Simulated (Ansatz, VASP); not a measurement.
**GaSb in VASP and in Ansatz**

File INCAR:

```
SYSTEM = GaSb
PREC = Accurate ; ENCUT = 520
EDIFF = 1E-7 ; ISMEAR = 0
SIGMA = 0.15 ; LREAL = .FALSE.
LASPH = .TRUE. ; NELM = 100
ALGO = Normal ; ISIF = 2
LWAVE = .FALSE. ; LCHARG = .FALSE.
GGA = PE ; NBANDS = 16
```

File KPOINTS:

```
Automatic mesh
0
G
  16 16 16
  0 0 0
```

Contents of POSCAR:

```
GaSb
1.0
   -2.8950000000      2.8950000000      1.7709000000
    2.8950000000     -2.8950000000      1.7709000000
    2.8950000000      2.8950000000     -1.7709000000
Ga Sb
1 1
Direct
    0.2500000000      0.7500000000      0.5000000000
    0.0000000000      0.0000000000      0.0000000000
```

Input for Ansatz:

```yaml
crystal:
  lattice:
    - [-2.895, 2.895, 1.7709]
    - [2.895, -2.895, 1.7709]
    - [2.895, 2.895, -1.7709]
  atoms:
    - { symbol: Ga, position: [0.25, 0.75, 0.5] }
    - { symbol: Sb, position: [0.0, 0.0, 0.0] }
basis:
  ecutwfc: 420
kpoints:
  mp_grid: { grid: [16, 16, 16] }
hamiltonian:
  xc: pbe
  pseudopotentials: { kind: paw, azcp: { folder: soft_1 } }
scf:
  occupations: { method: gaussian, width: 0.15 }
output:
  forces: true
  stress: true
  eigenvalues: true
```

Alike in both runs: task single point; functional PBE; k mesh 16 × 16 × 16; occupations gaussian, width 0.15 eV; no spin polarisation.

|  | VASP | Ansatz |
| --- | --- | --- |
| version | VASP 6.6.1 | Ansatz 0.2.0 |
| potentials or method | VASP PAW PBE potentials, release 64 (Ga_d, Sb), cutoff 520 eV | scalar-relativistic, plane waves, PAW |
| valence electrons in the cell | 18 | 28 |

|  | VASP | Ansatz | Ansatz less VASP |
| --- | --- | --- | --- |
| gap on the k mesh at the Fermi level (eV) | none | none | - |
| pressure (GPa) | -6.2 | -6.2 | +0.01 |
| traceless stress, the component that is largest in VASP (GPa) | -0.25 | -0.23 | +0.021 |

A gap of «none» marks a metal or a gap that the smearing closes. With one functional, cell and mesh, what is left measures potentials, basis and numerics. VASP's potentials hold 18 valence electrons a cell and Ansatz's 28, so a difference there can come from the potentials and not from the codes.

Neither program's run includes spin-orbit coupling.
